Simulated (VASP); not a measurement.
# Co (Im-3m) in VASP: a series of runs

Runs on Co. Level: r2SCAN. Tasks: single point.

Everything below comes from runs of VASP 6.6.1. Logs are shortened: lines on timing, memory, paths and dates and some standing lists are left out, and cuts for length are marked.

### 1 The cell of the first run

Symmetry: Im-3m, No. 229, cubic system. Conventional cell: a = 2.798 Å, b = 2.798 Å, c = 2.798 Å, α = 90.00°, β = 90.00°, γ = 90.00°. Within 3.2 Å of Co (site symmetry m-3m) lie 14 Co at 2.42 to 2.80 Å.

This isn't the form of Co at room conditions, which is hcp.

### 2 Single point, r2SCAN

POSCAR

```
Co
1.0
   -1.3988693441      1.3988693441      1.3988693441
    1.3988693441     -1.3988693441      1.3988693441
    1.3988693441      1.3988693441     -1.3988693441
Co
1
Direct
    0.0000000000      0.0000000000      0.0000000000
```

INCAR.step1

```
SYSTEM = Co
PREC     = Accurate       ! precision mode
ENCUT    = 520            ! plane-wave cutoff, eV
ISMEAR   = 0              ! smearing method
SIGMA    = 0.05           ! smearing width, eV
LREAL    = .False.        ! projectors in reciprocal space
LASPH    = .True.         ! aspherical terms in the spheres
NELM     = 60             ! most SCF steps
NBANDS   = 10             ! bands
GGA      = PE             ! functional
ALGO     = Normal         ! electronic algorithm
EDIFF    = 1E-4           ! SCF threshold, eV
LWAVE    = .True.         ! write WAVECAR
LCHARG   = .False.        ! write CHGCAR
```

INCAR.step2

```
SYSTEM = Co
PREC     = Accurate       ! precision mode
ENCUT    = 520            ! plane-wave cutoff, eV
EDIFF    = 1E-6           ! SCF threshold, eV
ISMEAR   = 0              ! smearing method
SIGMA    = 0.05           ! smearing width, eV
LREAL    = .False.        ! projectors in reciprocal space
LASPH    = .True.         ! aspherical terms in the spheres
NELM     = 60             ! most SCF steps
ALGO     = Normal         ! electronic algorithm
ISIF     = 2              ! what is computed and relaxed
LWAVE    = .False.        ! write WAVECAR
LCHARG   = .False.        ! write CHGCAR
METAGGA  = R2SCAN         ! meta-GGA
LMIXTAU  = .True.       
NBANDS   = 10             ! bands
ISTART   = 1
```

KPOINTS

```
regular mesh
0
Gamma
  20 20 20
  0 0 0
```

Potentials or basis: VASP PAW PBE potentials, release 64 (Co).

Run with:

```bash
$ cat potpaw_PBE.64/Co/POTCAR > POTCAR
$ cp INCAR.step1 INCAR
$ mpirun -np 1 vasp_std > vasp.out
$ cp INCAR.step2 INCAR
$ mpirun -np 1 vasp_std > vasp.out
```

OUTCAR:

```text
SYSTEM = Co
   PREC = Accurate
   ENCUT = 520
   EDIFF = 1E-6
   ISMEAR = 0
   LREAL = .False.
   LASPH = .True.
   NELM = 60
   ISIF = 2
   METAGGA = R2SCAN
   ISTART = 1

 ion  position               nearest neighbor table
   1  0.000  0.000  0.000-

  LATTYP: Found a body centered cubic cell.
 ALAT       =     2.7977386882

  Lattice vectors:

 A1 = (  -1.3988693441,   1.3988693441,   1.3988693441)
 A2 = (   1.3988693441,  -1.3988693441,   1.3988693441)
 A3 = (   1.3988693441,   1.3988693441,  -1.3988693441)

Analysis of symmetry for initial positions (statically):
=====================================================================
 Subroutine PRICEL returns:
 Original cell was already a primitive cell.

 Routine SETGRP: Setting up the symmetry group for a
 body centered cubic supercell.

 Subroutine GETGRP returns: Found 48 space group operations
 (whereof 48 operations were pure point group operations)
 out of a pool of 48 trial point group operations.

The static configuration has the point symmetry O_h .

Analysis of symmetry for dynamics (positions and initial velocities):
=====================================================================
 Subroutine PRICEL returns:
 Original cell was already a primitive cell.

 Routine SETGRP: Setting up the symmetry group for a
 body centered cubic supercell.

 Subroutine GETGRP returns: Found 48 space group operations
 (whereof 48 operations were pure point group operations)
 out of a pool of 48 trial point group operations.

The dynamic configuration has the point symmetry O_h .

 Subroutine INISYM returns: Found 48 space group operations
 (whereof 48 operations are pure point group operations),
 and found     1 'primitive' translations

----------------------------------------------------------------------------------------

                                     Primitive cell

  volume of cell :      10.9494

  direct lattice vectors                    reciprocal lattice vectors
    -1.398869344  1.398869344  1.398869344     0.000000000  0.357431523  0.357431523
     1.398869344 -1.398869344  1.398869344     0.357431523  0.000000000  0.357431523
     1.398869344  1.398869344 -1.398869344     0.357431523  0.357431523  0.000000000

  length of vectors
     2.422912777  2.422912777  2.422912777     0.505484507  0.505484507  0.505484507

  position of ions in fractional coordinates (direct lattice)
     0.000000000  0.000000000  0.000000000

  ion indices of the primitive-cell ions
   primitive index   ion index
                 1           1

----------------------------------------------------------------------------------------

 KPOINTS: regular mesh

Automatic generation of k-mesh.
 Grid dimensions read from file:
 generate k-points for:   20   20   20

 Generating k-lattice:

  Cartesian coordinates                     Fractional coordinates (reciprocal lattice)
     0.000000000  0.017871576  0.017871576     0.050000000  0.000000000  0.000000000
     0.017871576  0.000000000  0.017871576     0.000000000  0.050000000  0.000000000
     0.017871576  0.017871576  0.000000000     0.000000000  0.000000000  0.050000000

  Length of vectors
     0.025274225  0.025274225  0.025274225

  Shift w.r.t. Gamma in fractional coordinates (k-lattice)
     0.000000000  0.000000000  0.000000000

 Subroutine IBZKPT returns following result:
 ===========================================

 Found    256 irreducible k-points:

 Following reciprocal coordinates:
            Coordinates               Weight
  0.000000  0.000000  0.000000      1.000000
  0.050000  0.000000  0.000000     12.000000
  0.100000  0.000000  0.000000     12.000000
  0.150000  0.000000  0.000000     12.000000
  0.200000  0.000000  0.000000     12.000000
  0.250000  0.000000  0.000000     12.000000
[... 16 lines left out ...]
  0.200000  0.100000  0.000000     48.000000
  0.250000  0.100000  0.000000     48.000000
 [... further k-points ...]
   k-points           NKPTS =    256   k-points in BZ     NKDIM =    256   number of bands    NBANDS=     10
   number of dos      NEDOS =    301   number of ions     NIONS =      1
   total plane-waves  NPLWV =   5832
   dimension x,y,z NGX =    18 NGY =   18 NGZ =   18
   dimension x,y,z NGXF=    36 NGYF=   36 NGZF=   36
   ions per type =               1
   NGX,Y,Z   is equivalent  to a cutoff of  12.35, 12.35, 12.35 a.u.
   NGXF,Y,Z  is equivalent  to a cutoff of  24.70, 24.70, 24.70 a.u.
 SYSTEM =  Co
   PREC   = accura    normal or accurate (medium, high low for compatibility)
   ISTART =      1    job   : 0-new  1-cont  2-samecut
   ICHARG =      0    charge: 1-file 2-atom 10-const
   ISPIN  =      1    spin polarized calculation?
   LNONCOLLINEAR =      F non collinear calculations
   LSORBIT =      F    spin-orbit coupling
   LASPH  =      T    aspherical Exc in radial PAW
   ENCUT  =  520.0 eV  38.22 Ry    6.18 a.u.   4.51  4.51  4.51*2*pi/ulx,y,z
   NELM   =     60;   NELMIN=  2; NELMDL=  0     # of ELM steps
   EDIFF  = 0.1E-05   stopping-criterion for ELM
   LREAL  =      F    real-space projection
   EDIFFG = 0.1E-04   stopping-criterion for IOM
   NSW    =      0    number of steps for IOM
   IBRION =     -1    ionic relax: 0-MD 1-quasi-New 2-CG
   NFREE  =      0    steps in history (QN), initial steepest desc. (CG)
   ISIF   =      2    stress and relaxation
   ISYM   =      2    0-nonsym 1-usesym 2-fastsym
   POTIM  = 0.5000    time-step for ionic-motion
   TEBEG  =    0.0;   TEEND  =   0.0 temperature during run
   PSTRESS=    0.0 pullay stress
   NELECT =       9.0000    total number of electrons
   NUPDOWN=      -1.0000    fix difference up-down
   EMIN   =  10.00;   EMAX   =-10.00  energy-range for DOS
   EFERMI =   0.00;   METHOD = LEGACY
   ISMEAR =     0;   SIGMA  =   0.05  broadening in eV -4-tet -1-fermi 0-gaus
   EFERMI_NEDOS =   21; number of points for ismear=-14 and -15
   IALGO  =     38    algorithm
   IMIX   =      4    mixing-type and parameters
     AMIX     =   0.40;   BMIX     =  1.00
     AMIX_MAG =   1.60;   BMIX_MAG =  1.00
  volume/ion in A,a.u.               =      10.95        73.89
  Fermi-wavevector in a.u.,A,eV,Ry     =   1.533528  2.897949 31.996952  2.351710
  Thomas-Fermi vector in A             =   2.640583
   LORBIT       =      0    0 simple, 1 ext, 2 COOP (PROOUT), +10 PAW based schemes
   METAGGA = R2SCAN    functional components
   LHFCALC =     F    Hartree Fock is set to
   AEXX    =    0.0000 exact exchange contribution
   IVDW    =     0    specifies the selected vdW correction
   LEPSILON=     F    determine dielectric tensor
   LRPA    =     F    only Hartree local field effects (RPA)
 non-spin polarized calculation
 Gauss-broadening in eV      SIGMA  =   0.05
  energy-cutoff  :      520.00
  volume of cell :       10.95
 maximum number of plane-waves:       321
   NGX =  9   NGY =  9   NGZ =  9

 number of electron       9.0000001 magnetization

 Free energy of the ion-electron system (eV)
  ---------------------------------------------------
  ext. energy  EPLUGINS =         0.00000000
  ---------------------------------------------------
  free energy    TOTEN  =       -12.43372139 eV

  energy without entropy =      -12.42838171  energy(sigma->0) =      -12.43105155

 E-fermi :   9.7020     XC(G=0): -14.5258

 val. band max:        9.7015426621   @ k =  -0.3000   0.3500   0.2000
 cond. band min:       9.7039545880   @ k =   0.3000   0.2500   0.0500
 fundamental gap:      0.0024119259
 Fermi energy:         9.7019540865

 k-point     1 :       0.0000    0.0000    0.0000
  band No.  band energies     occupation
      1       0.6866      2.00000
      2       8.0171      2.00000
      3       8.0171      2.00000
      4       8.0172      2.00000
      5       9.4432      2.00000
      6       9.4432      2.00000
      7      36.7025      0.00000
      8      36.7025      0.00000
      9      36.7026      0.00000
     10      42.1020      0.00000

 k-point     2 :       0.0500    0.0000    0.0000
  band No.  band energies     occupation
      1       0.7959      2.00000
      2       7.9881      2.00000
      3       8.0142      2.00000
      4       8.0721      2.00000
      5       9.4136      2.00000
      6       9.4455      2.00000
      7      35.8835      0.00000
      8      36.5310      0.00000
      9      36.5907      0.00000
     10      41.5466      0.00000

 k-point     3 :       0.1000    0.0000    0.0000
  band No.  band energies     occupation
      1       1.1194      2.00000
      2       7.9047      2.00000
      3       7.9985      2.00000
      4       8.2336      2.00000
      5       9.3394      2.00000
      6       9.4528      2.00000
      7      33.9702      0.00000
      8      35.9369      0.00000
      9      36.3067      0.00000
     10      40.5488      0.00000

 k-point     4 :       0.1500    0.0000    0.0000
  band No.  band energies     occupation
      1       1.6432      2.00000
      2       7.7763      2.00000
      3       7.9545      2.00000
      4       8.4916      2.00000
      5       9.2592      2.00000
      6       9.4661      2.00000
      7      31.5898      0.00000
      8      34.9332      0.00000
      9      35.9489      0.00000
     10      38.7271      0.00000

 k-point     5 :       0.2000    0.0000    0.0000
  band No.  band energies     occupation
      1       2.3387      2.00000
      2       7.6174      2.00000
      3       7.8780      2.00000
      4       8.8289      2.00000
      5       9.2161      2.00000
      6       9.4866      2.00000
      7      29.0428      0.00000
      8      33.7490      0.00000
      9      35.5923      0.00000
     10      37.0215      0.00000

 k-point     6 :       0.2500    0.0000    0.0000
  band No.  band energies     occupation
      1       3.1511      2.00000
      2       7.4448      2.00000
      3       7.8117      2.00000
      4       9.2206      2.00000
      5       9.2282      2.00000
      6       9.5140      2.00000
      7      26.4809      0.00000
      8      32.5824      0.00000
      9      35.2760      0.00000
     10      35.4637      0.00000
[... 183 lines left out ...]
 k-point    21 :       0.1000    0.1000    0.0000
  band No.  band energies     occupation
      1       1.9497      2.00000
      2       7.7635      2.00000
      3       7.8316      2.00000
      4       8.6807      2.00000
      5       9.1918      2.00000
      6       9.5046      2.00000
      7      31.2545      0.00000
      8      32.5562      0.00000
      9      36.9214      0.00000
     10      36.9892      0.00000

 k-point    22 :       0.1500    0.1000    0.0000
  band No.  band energies     occupation
      1       2.6314      2.00000
      2       7.6209      2.00000
      3       7.7229      2.00000
      4       9.0387      2.00000
      5       9.1414      2.00000
      6       9.5482      1.99999
      7      29.1141      0.00000
      8      31.1011      0.00000
      9      35.3779      0.00000
     10      36.9585      0.00000

 k-point    23 :       0.2000    0.1000    0.0000
  band No.  band energies     occupation
      1       3.4282      2.00000
      2       7.4490      2.00000
      3       7.6326      2.00000
      4       9.1438      2.00000
      5       9.4531      2.00000
      6       9.6073      1.99256
      7      26.6539      0.00000
      8      30.0068      0.00000
      9      34.0202      0.00000
     10      36.7602      0.00000

 k-point    24 :       0.2500    0.1000    0.0000
  band No.  band energies     occupation
      1       4.2369      2.00000
      2       7.2807      2.00000
      3       7.6304      2.00000
      4       9.2016      2.00000
      5       9.6201      1.97940
      6       9.9613      0.00000
      7      24.1935      0.00000
      8      29.0981      0.00000
      9      32.8439      0.00000
     10      36.5278      0.00000

 [... further k-points ...]

------------------------ aborting loop because EDIFF is reached ----------------------------------------

  FORCE on cell =-STRESS in cart. coord.  units (eV):
  Direction    XX          YY          ZZ          XY          YZ          ZX
  --------------------------------------------------------------------------------------
  -------------------------------------------------------------------------------------
  Total       -1.1698510     -1.1698510     -1.1698510     -0.0000000     -0.0000000     -0.0000000
  in kB     -171.1786833   -171.1786833   -171.1786833     -0.0000000     -0.0000000     -0.0000000
  external PRESSURE =    -171.1786833 kB  Pullay stress =       0.0000000 kB

 VOLUME and BASIS-vectors are now :
 -----------------------------------------------------------------------------
  energy-cutoff  :      520.00
  volume of cell :       10.95
      direct lattice vectors                 reciprocal lattice vectors
    -1.398869344  1.398869344  1.398869344     0.000000000  0.357431523  0.357431523
     1.398869344 -1.398869344  1.398869344     0.357431523  0.000000000  0.357431523
     1.398869344  1.398869344 -1.398869344     0.357431523  0.357431523  0.000000000

 POSITION                                       TOTAL-FORCE (eV/Angst)
 -----------------------------------------------------------------------------------
      0.00000      0.00000      0.00000         0.000000     -0.000000     -0.000000
 -----------------------------------------------------------------------------------
    total drift:                                0.000000      0.000000      0.000000

  FREE ENERGIE OF THE ION-ELECTRON SYSTEM (eV)
  ---------------------------------------------------
  free  energy   TOTEN  =       -12.4337213885 eV

  energy  without entropy=      -12.4283817097  energy(sigma->0) =      -12.43105155
```

Wall time 36 s (1 thread of Intel Xeon 6975P-C (Granite Rapids), shared host); peak memory 0.15 GiB.

Results:

```
Free energy            : -12.4337 eV
Pressure               : -17.1 GPa
Band gap on the k mesh : zero (an odd number of electrons rules out a gap without spin polarisation)
```

Caveat: the cell stands under tension; the PAW data sets were made with another functional, which shifts forces and pressure a little; the run has no spin polarisation, though such a crystal can be magnetic. Spin polarisation is off, so any magnetic state and its effect on volume and gap are missing.

### 3 Single point, r2SCAN, collinear spin, ferromagnetic start

POSCAR is that of step 2.

INCAR.step1

```
PREC     = Accurate       # precision mode
ENCUT    = 520            # plane-wave cutoff, eV
ISMEAR   = 0              # smearing method
SIGMA    = 0.05           # smearing width, eV
LREAL    = F              # projectors in reciprocal space
LASPH    = T              # aspherical terms in the spheres
NELM     = 150            # most SCF steps
ISPIN    = 2              # spin polarisation
MAGMOM   = 2.23           # initial moments
LMAXMIX  = 4              # l up to which the mixer works
NBANDS   = 14             # bands
GGA      = PE             # functional
ALGO     = Normal         # electronic algorithm
EDIFF    = 1E-4           # SCF threshold, eV
LWAVE    = T              # write WAVECAR
LCHARG   = F              # write CHGCAR
```

INCAR.step2

```
PREC     = Accurate       # precision mode
ENCUT    = 520            # plane-wave cutoff, eV
EDIFF    = 1E-6           # SCF threshold, eV
ISMEAR   = 0              # smearing method
SIGMA    = 0.05           # smearing width, eV
LREAL    = F              # projectors in reciprocal space
LASPH    = T              # aspherical terms in the spheres
NELM     = 150            # most SCF steps
ALGO     = Normal         # electronic algorithm
ISIF     = 2              # what is computed and relaxed
LWAVE    = F              # write WAVECAR
LCHARG   = F              # write CHGCAR
ISPIN    = 2              # spin polarisation
MAGMOM   = 2.23           # initial moments
LORBIT   = 11             # projections on sites
LMAXMIX  = 4              # l up to which the mixer works
METAGGA  = R2SCAN         # meta-GGA
LMIXTAU  = T            
NBANDS   = 14             # bands
ISTART   = 1
```

KPOINTS

```
regular mesh
0
Gamma
  20 20 20
```

Potentials or basis: VASP PAW PBE potentials, release 64 (Co).

Run with:

```bash
$ cat potpaw_PBE.64/Co/POTCAR > POTCAR
$ cp INCAR.step1 INCAR
$ mpirun -np 1 vasp_std > vasp.out
$ cp INCAR.step2 INCAR
$ mpirun -np 1 vasp_std > vasp.out
```

It took 1.8 min on 1 thread of Intel Xeon 6975P-C (Granite Rapids), shared host; peak memory 0.17 GiB.

It converged, with:

| Quantity | Value |
| --- | --- |
| Free energy | -13.2408 eV |
| Pressure | 0.0 GPa |
| Net moment | 1.91 μB per cell |
| Site moments | Co +1.97 μB |
| Valence electrons inside the program's atomic spheres | Co 8.27 |

Levels at points of the mesh, in eV from the Fermi level:
Spin up:
```tsv
k point	band 3	band 4	band 5	band 6	band 7	band 8
(0.00, 0.00, 0.00)	-3.94	-3.94	-3.10	-3.10	25.93	25.93
(0.50, 0.00, 0.00)	-2.94	-2.94	-1.50	-0.43	6.03	18.72
(0.50, 0.50, 0.50)	-1.74	-1.74	-1.74	9.50	9.50	9.50
```
Spin down:
```tsv
k point	band 1	band 2	band 3	band 4	band 5	band 6	band 7
(0.00, 0.00, 0.00)	-10.34	-1.85	-1.85	-1.85	0.86	0.86	25.97
(0.50, 0.00, 0.00)	-4.97	-3.09	-0.84	0.49	0.94	1.09	7.50
(0.50, 0.50, 0.50)	-3.88	-3.88	0.67	0.67	0.67	9.59	9.59
```

Caveat: the PAW data sets were made with another functional, which shifts forces and pressure a little.
